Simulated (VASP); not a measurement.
# BaTiO3 (P4mm) in VASP: single point with PBE+U

Aim: the single point of BaTiO3 with PBE+U.

All numbers are computed with VASP 6.6.1; they aren't measurements. Logs are shortened: lines on timing, memory, paths and dates and some standing lists are left out, and cuts for length are marked.

## Step 1: The cell of the first run

Symmetry: P4mm, No. 99, tetragonal system. Conventional cell: a = 4.029 Å, b = 4.029 Å, c = 14.087 Å, α = 90.00°, β = 90.00°, γ = 90.00°. Within 3.8 Å of Ba (site symmetry 4mm) lie 8 O at 2.85 Å and 4 Ti at 3.49 Å. Ba (site symmetry 4mm) has 12 O at 2.85 Å and 8 Ti at 3.49 Å within 3.8 Å. Ba (site symmetry 4mm) has 12 O at 2.85 Å and 8 Ti at 3.49 Å within 3.8 Å. Ti (site symmetry 4mm) has 5 O at 2.01 Å within 2.7 Å. Within 2.7 Å of Ti (site symmetry 4mm) lie 6 O at 2.01 Å. Ti (site symmetry 4mm) has 6 O at 2.01 Å within 2.7 Å. O (site symmetry 4mm) has 1 Ti at 2.01 Å within 2.7 Å. O (site symmetry 4mm) has 2 Ti at 2.01 Å within 2.7 Å.

## Step 2: Single point, PBE+U (the distance across one plane changed)

Contents of INCAR:

```
PREC     = Accurate       # precision mode
ENCUT    = 520            # plane-wave cutoff, eV
EDIFF    = 1E-7           # SCF threshold, eV
ISMEAR   = 0              # smearing method
SIGMA    = 0.05           # smearing width, eV
LREAL    = Auto         
LASPH    = T              # aspherical terms in the spheres
NELM     = 150            # most SCF steps
ALGO     = Normal         # electronic algorithm
ISIF     = 2              # what is computed and relaxed
LWAVE    = F              # write WAVECAR
LCHARG   = F              # write CHGCAR
LMAXMIX  = 4              # l up to which the mixer works
LDAU     = T              # DFT+U
LDAUTYPE = 2            
LDAUL    = -1 2 -1        # shell
LDAUU    = 0 4 0          # U, eV
LDAUJ    = 0 0 0        
LDAUPRINT= 1            
GGA      = PE             # functional
NBANDS   = 73             # bands
```

Contents of KPOINTS:

```
regular mesh
0
Gamma
  7 7 3
```

Contents of POSCAR:

```
BaTiO3
1.0
    0.0000000000     -4.0288719406      0.0000000000
    0.0000000000      0.0000000000     -4.0288719406
   14.0866158219      0.0000000000      0.0000000000
Ba Ti O
3 3 9
Direct
    0.5000000000      0.5000000000      0.0714874711
    0.5000000000      0.5000000000      0.3574945570
    0.5000000000      0.5000000000      0.6435016428
    0.0000000000      1.0000000000      0.7865051857
    0.0000000000      1.0000000000      0.2144910140
    0.0000000000      1.0000000000      0.5004980999
    1.0000000000      0.0000000000      0.0714874711
    1.0000000000      0.0000000000      0.3574945570
    1.0000000000      0.0000000000      0.6435016428
    0.5000000000      0.0000000000      0.2144910140
    0.5000000000      0.0000000000      0.5004980999
    0.5000000000      0.0000000000      0.7865051857
    0.0000000000      0.5000000000      0.2144910140
    0.0000000000      0.5000000000      0.5004980999
    0.0000000000      0.5000000000      0.7865051857
```

Potentials or basis: VASP PAW PBE potentials, release 64 (Ba_sv, Ti_sv, O).

Launch:

```bash
cat potpaw_PBE.64/Ba_sv/POTCAR potpaw_PBE.64/Ti_sv/POTCAR potpaw_PBE.64/O/POTCAR > POTCAR
mpirun -np 1 vasp_std > vasp.out
```

OUTCAR:

```text
PREC = Accurate
   ENCUT = 520
   EDIFF = 1E-7
   ISMEAR = 0
   LREAL = Auto
   LASPH = T
   NELM = 150
   ISIF = 2
   GGA = PE

 ion  position               nearest neighbor table
   1  0.500  0.500  0.071-  10 2.85  13 2.85  10 2.85  13 2.85   7 2.85   7 2.85   7 2.85   7 2.85
                             5 3.49   5 3.49   5 3.49   5 3.49   2 4.03
   2  0.500  0.500  0.357-  11 2.85  14 2.85  11 2.85  14 2.85   8 2.85   8 2.85   8 2.85   8 2.85
                            13 2.85  13 2.85  10 2.85  10 2.85   6 3.49   6 3.49   6 3.49   6 3.49
   3  0.500  0.500  0.644-  11 2.85  14 2.85  11 2.85  14 2.85  12 2.85  12 2.85  15 2.85  15 2.85
                             9 2.85   9 2.85   9 2.85   9 2.85   6 3.49   6 3.49   6 3.49   6 3.49
   4  0.000  0.000  0.787-   9 2.01  12 2.01  15 2.01  15 2.01  12 2.01   3 3.49   3 3.49   3 3.49
                             3 3.49
   5  0.000  0.000  0.214-   7 2.01  10 2.01  13 2.01  13 2.01  10 2.01   8 2.01   1 3.49   1 3.49
                             1 3.49   1 3.49   2 3.49   2 3.49   2 3.49   2 3.49
   6  0.000  0.000  0.500-   8 2.01   9 2.01  11 2.01  14 2.01  14 2.01  11 2.01   2 3.49   3 3.49
                             2 3.49   2 3.49   3 3.49   3 3.49   2 3.49   3 3.49
   7  0.000  0.000  0.071-   5 2.01   1 2.85   1 2.85   1 2.85   1 2.85
   8  0.000  0.000  0.357-   6 2.01   5 2.01   2 2.85   2 2.85   2 2.85   2 2.85
   9  0.000  0.000  0.644-   6 2.01   4 2.01   3 2.85   3 2.85   3 2.85   3 2.85
  10  0.500  0.000  0.214-   5 2.01   5 2.01   1 2.85   1 2.85   2 2.85   2 2.85
  11  0.500  0.000  0.500-   6 2.01   6 2.01   2 2.85   2 2.85   3 2.85   3 2.85
  12  0.500  0.000  0.787-   4 2.01   4 2.01   3 2.85   3 2.85
  13  0.000  0.500  0.214-   5 2.01   5 2.01   1 2.85   1 2.85   2 2.85   2 2.85
  14  0.000  0.500  0.500-   6 2.01   6 2.01   2 2.85   3 2.85   2 2.85   3 2.85
  15  0.000  0.500  0.787-   4 2.01   4 2.01   3 2.85   3 2.85

  LATTYP: Found a simple tetragonal cell.
 ALAT       =     4.0288719406
 C/A-ratio  =     3.4964168704

  Lattice vectors:

 A1 = (   0.0000000000,  -4.0288719406,   0.0000000000)
 A2 = (   0.0000000000,   0.0000000000,  -4.0288719406)
 A3 = (  14.0866158219,   0.0000000000,   0.0000000000)

Analysis of symmetry for initial positions (statically):
=====================================================================
 Subroutine PRICEL returns:
 Original cell was already a primitive cell.

 Routine SETGRP: Setting up the symmetry group for a
 simple tetragonal supercell.

 Subroutine GETGRP returns: Found  8 space group operations
 (whereof  8 operations were pure point group operations)
 out of a pool of 16 trial point group operations.

The static configuration has the point symmetry C_4v.

Analysis of symmetry for dynamics (positions and initial velocities):
=====================================================================
 Subroutine PRICEL returns:
 Original cell was already a primitive cell.

 Routine SETGRP: Setting up the symmetry group for a
 simple tetragonal supercell.

 Subroutine GETGRP returns: Found  8 space group operations
 (whereof  8 operations were pure point group operations)
 out of a pool of 16 trial point group operations.

The dynamic configuration has the point symmetry C_4v.

 Subroutine INISYM returns: Found  8 space group operations
 (whereof  8 operations are pure point group operations),
 and found     1 'primitive' translations

----------------------------------------------------------------------------------------

                                     Primitive cell

  volume of cell :     228.6513

  direct lattice vectors                    reciprocal lattice vectors
     0.000000000 -4.028871941  0.000000000     0.000000000 -0.248208435  0.000000000
     0.000000000  0.000000000 -4.028871941     0.000000000  0.000000000 -0.248208435
    14.086615822  0.000000000  0.000000000     0.070989371  0.000000000  0.000000000

  length of vectors
     4.028871941  4.028871941 14.086615822     0.248208435  0.248208435  0.070989371

  position of ions in fractional coordinates (direct lattice)
     0.500000000  0.500000000  0.071487471
     0.500000000  0.500000000  0.357494557
[... 81 lines left out ...]
   number of dos      NEDOS =    301   number of ions     NIONS =     15
   total plane-waves  NPLWV =  97200
   dimension x,y,z NGX =    30 NGY =   30 NGZ =  108
   dimension x,y,z NGXF=    60 NGYF=   60 NGZF=  216
   ions per type =               3   3   9
   NGX,Y,Z   is equivalent  to a cutoff of  12.38, 12.38, 12.75 a.u.
   NGXF,Y,Z  is equivalent  to a cutoff of  24.76, 24.76, 25.49 a.u.
 SYSTEM =  unknown system
   PREC   = accura    normal or accurate (medium, high low for compatibility)
   ISTART =      0    job   : 0-new  1-cont  2-samecut
   ICHARG =      2    charge: 1-file 2-atom 10-const
   ISPIN  =      1    spin polarized calculation?
   LNONCOLLINEAR =      F non collinear calculations
   LSORBIT =      F    spin-orbit coupling
   LASPH  =      T    aspherical Exc in radial PAW
   ENCUT  =  520.0 eV  38.22 Ry    6.18 a.u.   7.49  7.49 26.19*2*pi/ulx,y,z
   NELM   =    150;   NELMIN=  2; NELMDL= -5     # of ELM steps
   EDIFF  = 0.1E-06   stopping-criterion for ELM
   LREAL  =      T    real-space projection
   EDIFFG = 0.1E-05   stopping-criterion for IOM
   NSW    =      0    number of steps for IOM
   IBRION =     -1    ionic relax: 0-MD 1-quasi-New 2-CG
   NFREE  =      0    steps in history (QN), initial steepest desc. (CG)
   ISIF   =      2    stress and relaxation
   ISYM   =      2    0-nonsym 1-usesym 2-fastsym
   POTIM  = 0.5000    time-step for ionic-motion
   TEBEG  =    0.0;   TEEND  =   0.0 temperature during run
   PSTRESS=    0.0 pullay stress
   NELECT =     120.0000    total number of electrons
   NUPDOWN=      -1.0000    fix difference up-down
   EMIN   =  10.00;   EMAX   =-10.00  energy-range for DOS
   EFERMI =   0.00;   METHOD = LEGACY
   ISMEAR =     0;   SIGMA  =   0.05  broadening in eV -4-tet -1-fermi 0-gaus
   EFERMI_NEDOS =   21; number of points for ismear=-14 and -15
   IALGO  =     38    algorithm
   IMIX   =      4    mixing-type and parameters
     AMIX     =   0.40;   BMIX     =  1.00
     AMIX_MAG =   1.60;   BMIX_MAG =  1.00
  volume/ion in A,a.u.               =      15.24       102.87
  Fermi-wavevector in a.u.,A,eV,Ry     =   1.320517  2.495416 23.725371  1.743766
  Thomas-Fermi vector in A             =   2.450338
   LORBIT       =      0    0 simple, 1 ext, 2 COOP (PROOUT), +10 PAW based schemes
 LDA+U is selected, type is set to LDAUTYPE =  2
   angular momentum for each species LDAUL =    -1    2   -1
   U (eV)           for each species LDAUU =   0.0  4.0  0.0
   J (eV)           for each species LDAUJ =   0.0  0.0  0.0
   GGA     = PE    functional components
   LHFCALC =     F    Hartree Fock is set to
   AEXX    =    0.0000 exact exchange contribution
   IVDW    =     0    specifies the selected vdW correction
   LEPSILON=     F    determine dielectric tensor
   LRPA    =     F    only Hartree local field effects (RPA)
 non-spin polarized calculation
 Gauss-broadening in eV      SIGMA  =   0.05
  energy-cutoff  :      520.00
  volume of cell :      228.65
 maximum number of plane-waves:      6205
 NGX is ok and might be reduce to    30
   NGX = 15   NGY = 15   NGZ = 53

atom =   4  type =  2  l = 2

 onsite density matrix

spin component  1
[... 83 lines left out ...]
  o =  0.1038  v =  0.0000 -1.0000 -0.0000  0.0000 -0.0000  0.0000  0.0000  0.0000  0.0000  0.0000      0.0000  0.0000  0.0000  0.0000  0.0000  0.0000  0.0000  0.0000  0.0000  0.0000
  o =  0.1038  v =  0.0000  0.0000  0.0000  0.0000  0.0000  0.0000 -1.0000 -0.0000  0.0000 -0.0000      0.0000  0.0000  0.0000  0.0000  0.0000  0.0000  0.0000  0.0000  0.0000  0.0000
  o =  0.1039  v =  1.0000  0.0000  0.0000  0.0000  0.0000  0.0000  0.0000  0.0000  0.0000  0.0000      0.0000  0.0000  0.0000  0.0000  0.0000  0.0000  0.0000  0.0000  0.0000  0.0000
  o =  0.1039  v =  0.0000  0.0000  0.0000  0.0000  0.0000  1.0000  0.0000  0.0000  0.0000  0.0000      0.0000  0.0000  0.0000  0.0000  0.0000  0.0000  0.0000  0.0000  0.0000  0.0000
  o =  0.1039  v =  0.0000 -0.0000 -0.0000 -1.0000  0.0000  0.0000  0.0000  0.0000  0.0000  0.0000      0.0000  0.0000  0.0000  0.0000  0.0000  0.0000  0.0000  0.0000  0.0000  0.0000
  o =  0.1039  v =  0.0000  0.0000  0.0000  0.0000  0.0000  0.0000 -0.0000 -0.0000 -1.0000  0.0000      0.0000  0.0000  0.0000  0.0000  0.0000  0.0000  0.0000  0.0000  0.0000  0.0000
  o =  0.2314  v =  0.0000  0.0000  0.0000  0.0000  0.0000  0.0000  0.0000  0.5000 -0.0000 -0.8660      0.0000  0.0000  0.0000  0.0000  0.0000  0.0000  0.0000  0.0000  0.0000  0.0000
  o =  0.2314  v =  0.0000  0.0000  0.5000 -0.0000 -0.8660  0.0000  0.0000  0.0000  0.0000  0.0000      0.0000  0.0000  0.0000  0.0000  0.0000  0.0000  0.0000  0.0000  0.0000  0.0000
  o =  0.2342  v =  0.0000  0.0000  0.0000  0.0000  0.0000  0.0000 -0.0000  0.8660  0.0000  0.5000      0.0000  0.0000  0.0000  0.0000  0.0000  0.0000  0.0000  0.0000  0.0000  0.0000
  o =  0.2342  v =  0.0000 -0.0000  0.8660  0.0000  0.5000  0.0000  0.0000  0.0000  0.0000  0.0000      0.0000  0.0000  0.0000  0.0000  0.0000  0.0000  0.0000  0.0000  0.0000  0.0000

 number of electron     119.9999949 magnetization

 Free energy of the ion-electron system (eV)
  ---------------------------------------------------
  ext. energy  EPLUGINS =         0.00000000
  ---------------------------------------------------
  free energy    TOTEN  =      -110.16623065 eV

  energy without entropy =     -110.16623065  energy(sigma->0) =     -110.16623065

 E-fermi :   3.2460     XC(G=0): -10.1333

 val. band max:        2.9135966539   @ k =   0.4286   0.4286   0.3333
 cond. band min:       4.6329708488   @ k =   0.0000   0.0000   0.0000
 fundamental gap:      1.7193741949
 Fermi energy:         3.2459982711

 k-point     1 :       0.0000    0.0000    0.0000
  band No.  band energies     occupation
      1     -55.7696      2.00000
      2     -55.3137      2.00000
      3     -54.7538      2.00000
      4     -32.1074      2.00000
      5     -31.8026      2.00000
      6     -31.8026      2.00000
[... 1489 lines left out ...]
     71       7.9662      0.00000
     72       8.3187      0.00000
 [bands above 72 left out]

------------------------ aborting loop because EDIFF is reached ----------------------------------------

  FORCE on cell =-STRESS in cart. coord.  units (eV):
  Direction    XX          YY          ZZ          XY          YZ          ZX
  --------------------------------------------------------------------------------------
  -------------------------------------------------------------------------------------
  Total       -1.6891702     -1.8514263     -1.8514263      0.0000000      0.0000000      0.0000000
  in kB      -11.8361485    -12.9730892    -12.9730892      0.0000000      0.0000000      0.0000000
  external PRESSURE =     -12.5941089 kB  Pullay stress =       0.0000000 kB

 VOLUME and BASIS-vectors are now :
 -----------------------------------------------------------------------------
  energy-cutoff  :      520.00
  volume of cell :      228.65
      direct lattice vectors                 reciprocal lattice vectors
     0.000000000 -4.028871941  0.000000000     0.000000000 -0.248208435  0.000000000
     0.000000000  0.000000000 -4.028871941     0.000000000  0.000000000 -0.248208435
    14.086615822  0.000000000  0.000000000     0.070989371  0.000000000  0.000000000

 POSITION                                       TOTAL-FORCE (eV/Angst)
 -----------------------------------------------------------------------------------
      1.00702     -2.01444     -2.01444        -0.165841     -0.000000     -0.000000
      5.03589     -2.01444     -2.01444        -0.170791     -0.000000     -0.000000
      9.06476     -2.01444     -2.01444         0.416266     -0.000000     -0.000000
     11.07920      0.00000      0.00000        -2.291325     -0.000000      0.000000
      3.02145      0.00000      0.00000        -1.637505     -0.000000     -0.000000
      7.05032      0.00000      0.00000        -0.893779     -0.000000      0.000000
      1.00702      0.00000      0.00000         0.591323     -0.000000      0.000000
      5.03589      0.00000      0.00000         0.823828     -0.000000      0.000000
      9.06476      0.00000      0.00000         1.244765      0.000000      0.000000
      3.02145     -2.01444      0.00000         0.065917     -0.000000      0.000000
      7.05032     -2.01444      0.00000         0.176632     -0.000000      0.000000
     11.07920     -2.01444      0.00000         0.798981     -0.000000      0.000000
      3.02145      0.00000     -2.01444         0.065917     -0.000000     -0.000000
      7.05032      0.00000     -2.01444         0.176632     -0.000000      0.000000
     11.07920      0.00000     -2.01444         0.798981      0.000000      0.000000
 -----------------------------------------------------------------------------------
    total drift:                               -0.009866     -0.000000      0.000000

  FREE ENERGIE OF THE ION-ELECTRON SYSTEM (eV)
  ---------------------------------------------------
  free  energy   TOTEN  =      -110.1662306534 eV

  energy  without entropy=     -110.1662306534  energy(sigma->0) =     -110.16623065
```

Run time: 17 min. Hardware: 1 thread of Intel Xeon 8259CL, shared host; peak memory 0.43 GiB.

What came out:

```yaml
Free_energy: -110.1662 eV
Pressure: -1.3 GPa
Largest_force: 2.291 eV/Å
Band_gap_on_the_k_mesh: 1.72 eV (least direct gap 1.94 eV)
```

Forces in eV/Å, atoms in the order of the input:
```
Ba  -0.166  0.000  0.000
Ba  -0.171  0.000  0.000
Ba   0.416  0.000  0.000
Ti  -2.291  0.000  0.000
Ti  -1.638  0.000  0.000
Ti  -0.894  0.000  0.000
O    0.591  0.000  0.000
O    0.824  0.000  0.000
O    1.245  0.000  0.000
O    0.066  0.000  0.000
O    0.177  0.000  0.000
O    0.799  0.000  0.000
O    0.066  0.000  0.000
O    0.177  0.000  0.000
O    0.799  0.000  0.000
```

Stress tensor (GPa, compression positive):
```
-1.18  0.00  0.00
 0.00 -1.30  0.00
 0.00  0.00 -1.30
```

Levels at points of the mesh, in eV from the valence-band top:
| k point | band 56 | band 57 | band 58 | band 59 | band 60 | band 61 | band 62 | band 63 | band 64 | band 65 |
| --- | --- | --- | --- | --- | --- | --- | --- | --- | --- | --- |
| (0.00, 0.00, 0.00) | -0.67 | -0.67 | -0.54 | -0.22 | -0.22 | 1.72 | 1.72 | 1.72 | 1.88 | 2.35 |

Eigenvalues of the final occupation matrices:
```
    site  spin  trace               eigenvalues
site 4 d     1   0.77  0.10 0.10 0.12 0.19 0.25
site 4 d     2   0.77  0.10 0.10 0.12 0.19 0.25
site 5 d     1   0.78  0.10 0.10 0.10 0.23 0.25
site 5 d     2   0.78  0.10 0.10 0.10 0.23 0.25
site 6 d     1   0.78  0.10 0.10 0.10 0.23 0.23
site 6 d     2   0.78  0.10 0.10 0.10 0.23 0.23
```

Caveat: the cell differs from its parent crystal (the distance across one plane changed); spin-orbit coupling is left out, which moves the levels of the heavy elements; forces of over 1 eV/Å act on the atoms, so gaps and moduli don't describe the material at rest.
